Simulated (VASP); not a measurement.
# Ni (Fm-3m) in VASP: further runs, part 2 of 2

VASP 6.6.1. The steps go on from the part before.

## (4) Single point, PBE, collinear spin

The input, INCAR:

```
SYSTEM = Ni
PREC     = Accurate       ! precision mode
ENCUT    = 520            ! plane-wave cutoff, eV
EDIFF    = 1E-7           ! SCF threshold, eV
ISMEAR   = -1             ! smearing method
SIGMA    = 0.1            ! smearing width, eV
LREAL    = .False.        ! projectors in reciprocal space
LASPH    = .True.         ! aspherical terms in the spheres
NELM     = 150            ! most SCF steps
ALGO     = Normal         ! electronic algorithm
ISIF     = 2              ! what is computed and relaxed
LWAVE    = .False.        ! write WAVECAR
LCHARG   = .False.        ! write CHGCAR
ISPIN    = 2              ! spin polarisation
MAGMOM   = 0.06 0.06      ! initial moments
LORBIT   = 11             ! projections on sites
LMAXMIX  = 4              ! l up to which the mixer works
GGA      = PE             ! functional
NBANDS   = 21             ! bands
```

The input, KPOINTS:

```
regular mesh
0
Gamma
  11 11 11
  0 0 0
```

The input, POSCAR:

```
Ni
1.0
    3.5516000000      1.7758000000      1.7758000000
    1.7758000000      3.5516000000      1.7758000000
    1.7758000000      1.7758000000      3.5516000000
Ni
2
Direct
    0.0000000000      0.0000000000      0.0000000000
    0.5000000000      0.5000000000      0.5000000000
```

Potentials or basis: VASP PAW PBE potentials, release 64 (Ni).

Run with:

```console
cat potpaw_PBE.64/Ni/POTCAR > POTCAR
mpirun -np 1 vasp_std > vasp.out
```

OUTCAR:

```text
SYSTEM = Ni
   PREC = Accurate
   ENCUT = 520
   EDIFF = 1E-7
   ISMEAR = -1
   LREAL = .False.
   LASPH = .True.
   NELM = 150
   ISIF = 2
   ISPIN = 2
   LORBIT = 11
   GGA = PE

 ion  position               nearest neighbor table
   1  0.000  0.000  0.000-   2 2.51   2 2.51   2 2.51   2 2.51   2 2.51   2 2.51
   2  0.500  0.500  0.500-   1 2.51   1 2.51   1 2.51   1 2.51   1 2.51   1 2.51

  LATTYP: Found a trigonal (rhomboedric) cell.
 ALAT       =     4.3498038852
 COS(alpha) =     0.8333333333

  Lattice vectors:

 A1 = (   3.5516000000,   1.7758000000,   1.7758000000)
 A2 = (   1.7758000000,   3.5516000000,   1.7758000000)
 A3 = (   1.7758000000,   1.7758000000,   3.5516000000)

Analysis of symmetry for initial positions (statically):
=====================================================================
 Subroutine PRICEL returns following result:

  LATTYP: Found a face centered cubic cell.
 ALAT       =     3.5516000000
[... 12 lines left out ...]
 Subroutine GETGRP returns: Found 12 space group operations
 (whereof 12 operations were pure point group operations)
 out of a pool of 12 trial point group operations.

The static configuration has the point symmetry D_3d.

Analysis of symmetry for dynamics (positions and initial velocities):
=====================================================================
 Subroutine PRICEL returns following result:

  LATTYP: Found a face centered cubic cell.
 ALAT       =     3.5516000000
[... 12 lines left out ...]
 Subroutine GETGRP returns: Found 12 space group operations
 (whereof 12 operations were pure point group operations)
 out of a pool of 12 trial point group operations.

The dynamic configuration has the point symmetry D_3d.

Analysis of structural, dynamic, and magnetic symmetry:
=====================================================================
 Subroutine PRICEL returns following result:

  LATTYP: Found a face centered cubic cell.
 ALAT       =     3.5516000000
[... 12 lines left out ...]
 Subroutine GETGRP returns: Found 12 space group operations
 (whereof 12 operations were pure point group operations)
 out of a pool of 12 trial point group operations.

[... 138 lines left out ...]

 Free energy of the ion-electron system (eV)
  ---------------------------------------------------
  ext. energy  EPLUGINS =         0.00000000
  ---------------------------------------------------
  free energy    TOTEN  =       -10.91614603 eV

  energy without entropy =      -10.73021082  energy(sigma->0) =      -10.82317843

 E-fermi :   8.7912     XC(G=0): -13.0849

 val. band max:        8.7863857504   @ k =  -0.3636   0.0909   0.0909
 cond. band min:       8.7919843931   @ k =  -0.3636   0.4545   0.1818
 fundamental gap:      0.0055986428
 Fermi energy:         8.7912144166

 spin component 1

 k-point     1 :       0.0000    0.0000    0.0000
  band No.  band energies     occupation
      1       0.1437      1.00000
      2       4.5227      1.00000
      3       6.9602      1.00000
      4       6.9602      1.00000
      5       7.0014      1.00000
      6       7.0036      1.00000
[... 565 lines left out ...]
     20      36.4045      0.00000
     21      37.6196      0.00000

 [... further k-points ...]

 spin component 2

 k-point     1 :       0.0000    0.0000    0.0000
  band No.  band energies     occupation
      1       0.1437      1.00000
      2       4.5227      1.00000
      3       6.9602      1.00000
      4       6.9602      1.00000
      5       7.0014      1.00000
      6       7.0036      1.00000
[... 565 lines left out ...]
     20      36.4045      0.00000
     21      37.6196      0.00000

 [... further k-points ...]
[... 5 lines left out ...]
  --------------------------------------------------------------------------------------
  -------------------------------------------------------------------------------------
  Total       -0.7923801     -0.7923801     -0.7923801     -0.0106349     -0.0106349     -0.0106349
  in kB      -56.6763681    -56.6763681    -56.6763681     -0.7606770     -0.7606770     -0.7606770
  external PRESSURE =     -56.6763681 kB  Pullay stress =       0.0000000 kB

 VOLUME and BASIS-vectors are now :
 -----------------------------------------------------------------------------
  energy-cutoff  :      520.00
  volume of cell :       22.40
      direct lattice vectors                 reciprocal lattice vectors
     3.551600000  1.775800000  1.775800000     0.422344859 -0.140781620 -0.140781620
     1.775800000  3.551600000  1.775800000    -0.140781620  0.422344859 -0.140781620
     1.775800000  1.775800000  3.551600000    -0.140781620 -0.140781620  0.422344859

 POSITION                                       TOTAL-FORCE (eV/Angst)
 -----------------------------------------------------------------------------------
      0.00000      0.00000      0.00000        -0.000000      0.000000     -0.000000
      3.55160      3.55160      3.55160         0.000000     -0.000000      0.000000
 -----------------------------------------------------------------------------------
    total drift:                               -0.000000      0.000000     -0.000000

  FREE ENERGIE OF THE ION-ELECTRON SYSTEM (eV)
  ---------------------------------------------------
  free  energy   TOTEN  =       -10.9161460336 eV

  energy  without entropy=      -10.7302108194  energy(sigma->0) =      -10.82317843

 total charge

# of ion       s       p       d       tot
------------------------------------------
    1        0.483   0.469   8.310   9.262
    2        0.483   0.469   8.310   9.262
--------------------------------------------------
tot          0.966   0.939  16.619  18.523

 magnetization (x)

# of ion       s       p       d       tot
------------------------------------------
    1       -0.000   0.000  -0.000  -0.000
    2       -0.000   0.000  -0.000  -0.000
--------------------------------------------------
tot         -0.000   0.000  -0.000  -0.000
```

OSZICAR:

```text
N       E                     dE             d eps       ncg     rms          rms(c)
DAV:   1     0.968649639677E+02    0.96865E+02   -0.85293E+03 13240   0.130E+03
DAV:   2    -0.714840183249E+01   -0.10401E+03   -0.96045E+02 12589   0.233E+02
DAV:   3    -0.129237280085E+02   -0.57753E+01   -0.55520E+01 14192   0.627E+01
DAV:   4    -0.130040993207E+02   -0.80371E-01   -0.80285E-01 13812   0.693E+00
DAV:   5    -0.130065445416E+02   -0.24452E-02   -0.24451E-02 14193   0.119E+00    0.134E+01
DAV:   6    -0.116941651110E+02    0.13124E+01   -0.78349E+00 14442   0.580E+01    0.885E+00
DAV:   7    -0.109577350131E+02    0.73643E+00   -0.18370E+00 14368   0.243E+01    0.248E+00
DAV:   8    -0.109502976883E+02    0.74373E-02   -0.17989E-02 16053   0.185E+00    0.194E+00
DAV:   9    -0.109332138843E+02    0.17084E-01   -0.34270E-03 17704   0.122E+00    0.166E+00
DAV:  10    -0.109285981023E+02    0.46158E-02   -0.10919E-02 17114   0.216E+00    0.139E+00
DAV:  11    -0.109191737448E+02    0.94244E-02   -0.63070E-03 16360   0.173E+00    0.781E-01
DAV:  12    -0.109163593096E+02    0.28144E-02   -0.14146E-03 16444   0.886E-01    0.239E-01
DAV:  13    -0.109161481567E+02    0.21115E-03   -0.86947E-05 18196   0.179E-01    0.455E-02
DAV:  14    -0.109161683028E+02   -0.20146E-04   -0.20720E-05 18244   0.868E-02    0.682E-02
DAV:  15    -0.109161500022E+02    0.18301E-04   -0.35123E-06 17089   0.368E-02    0.287E-02
DAV:  16    -0.109161461457E+02    0.38565E-05   -0.25071E-06 18422   0.313E-02    0.721E-03
DAV:  17    -0.109161460335E+02    0.11229E-06   -0.23825E-07 13186   0.891E-03    0.101E-03
DAV:  18    -0.109161460336E+02   -0.16053E-09   -0.13736E-08  6847   0.145E-03
   1 F= -.10916146E+02 E0= -.10823178E+02  d E =-.185935E+00  mag=    -0.0000
```

stdout:

```text
POSCAR found type information on POSCAR Ni
 POSCAR found :  1 types and       2 ions
 scaLAPACK will be used
 LDA part: xc-table for (Slater+PW92), standard interpolation
 POSCAR, INCAR and KPOINTS ok, starting setup
 FFT: planning ... GRIDC
 FFT: planning ... GRID_SOFT
 FFT: planning ... GRID
 WAVECAR not read
 entering main loop
```

It took 3 min on 1 thread of Intel Xeon Platinum 8488C (Sapphire Rapids), shared host; peak memory 0.27 GiB.

Results:

* Free energy: -10.9161 eV
* Pressure: -5.7 GPa
* Band gap on the k mesh: zero (filled and empty bands overlap)
* Net moment: 0.00 μB per cell
* Valence electrons inside the program's atomic spheres: Ni 9.26

Stress tensor (GPa, compression positive):
```
-5.67 -0.08 -0.08
-0.08 -5.67 -0.08
-0.08 -0.08 -5.67
```

Caveat: the cell stands under tension.
